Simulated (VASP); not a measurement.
Runs of VASP 6.6.1 on HoAuCl4. The structure is that of space group F-43m (No. 216), or close to it. The cells are those of the table. The cell was built from a structure type or drawn by symmetry, and may not be a known phase.

```csv
task,spin,cell,k mesh,gap on the mesh (eV),pressure (GPa),moment (μB),relaxed volume (Å³/atom),largest force (eV/Å)
single point,off,"a = 6.096 Å, angles 60.0°, 6 atoms",4 × 4 × 4,none,-5.7,-,-,-
single point,off,"a = 5.719 Å, angles 60.0°, 6 atoms",4 × 4 × 4,none,-0.2,-,-,-
relaxation of cell and atoms,off,"relaxed from a = 6.096 Å, angles 60.0°, 6 atoms",4 × 4 × 4,none,-0.2,-,22.10,-
single point,collinear,"a = 5.719 Å, angles 60.0°, 6 atoms",4 × 4 × 4,none,0.2,1.25,-,0.06
relaxation of cell and atoms,off,"relaxed from a = 5.719 Å, angles 60.0°, 6 atoms",8 × 8 × 8,none,0.0,-,(a),0.01
single point,collinear,"a = 6.096 Å, angles 60.0°, 6 atoms",4 × 4 × 4,none,-5.6,(b),-,-
single point,off,"a = 5.731 Å, angles 60.0°, 6 atoms",8 × 8 × 8,none,-0.2,-,-,-
```

Alike in all rows: level PBE; potentials or basis VASP PAW PBE potentials, release 64 (Ho_3, Au, Cl), 4f in core; cutoff (eV) 500; smearing gaussian 0.1 eV.

Q: Fill in the values left out.

A: (a) 22.11; (b) 1.75.

Caveats: spin-orbit coupling is left out, which moves the levels of the heavy elements; the 4f electrons are frozen in the core, so they carry no moment and show no levels; the cell stands under tension (at least some runs); the magnetic or orbital state may not be the lowest (at least some runs); the volume moved by over 15 % at a fixed basis, so the end points are rough (at least some runs).

A k mesh can miss the band edges, and the runs leave out spin-orbit coupling on Au, Ho.

A gap of «none» marks levels without a gap at the run's occupations.
